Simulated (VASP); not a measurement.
Input of a VASP 6.6.1 run:

The input INCAR:

```
PREC = Accurate
ENCUT = 520
EDIFF = 1E-6
ISMEAR = 0
SIGMA = 0.1
LREAL = F
LASPH = T
NELM = 60
ALGO = Normal
ISIF = 2
LWAVE = F
LCHARG = F
LDIPOL = T
IDIPOL = 3
DIPOL = 0.5 0.5 0.332
GGA = PE
NBANDS = 35
```

The input KPOINTS:

```
regular mesh
0
Gamma
  9 9 1
```

POSCAR

```
Ti3HN3
1.0
    3.0028555065      0.0000000000      0.0000000000
    0.0000000000      3.0028555065      0.0000000000
    0.0000000000      0.0000000000     19.7584945265
Ti N H
3 3 1
Direct
    0.5000000000      0.5000000000      0.2024445736
    0.0000000000      0.0000000000      0.3072496201
    0.5000000000      0.5000000000      0.4076776418
    0.0000000000      0.0000000000      0.2024445736
    0.5000000000      0.5000000000      0.3055678856
    0.0000000000      0.0000000000      0.4179718508
    0.0000000000      0.5000000000      0.4835590991
```

Potentials or basis: VASP PAW PBE potentials, release 64 (Ti_sv, N, H).

The run is started by

```sh
$ cat potpaw_PBE.64/Ti_sv/POTCAR potpaw_PBE.64/N/POTCAR potpaw_PBE.64/H/POTCAR > POTCAR
$ mpirun -np 1 vasp_std > vasp.out
```

Task: Predict the band gap on the k mesh.

Result: Zero (band 26 reaches 1.99 eV, above the bottom of band 27 at 0.14 eV).

Task: What does it give for the largest force?

Result: 2.436 eV/Å.

Forces in eV/Å, atoms in the order of the input:
```
Ti   0.000  0.000  1.241
Ti   0.000  0.000  0.068
Ti   0.000  0.000  2.436
N    0.000  0.000 -1.539
N    0.000  0.000 -0.305
N    0.000  0.000 -1.888
H    0.000  0.000 -0.013
```
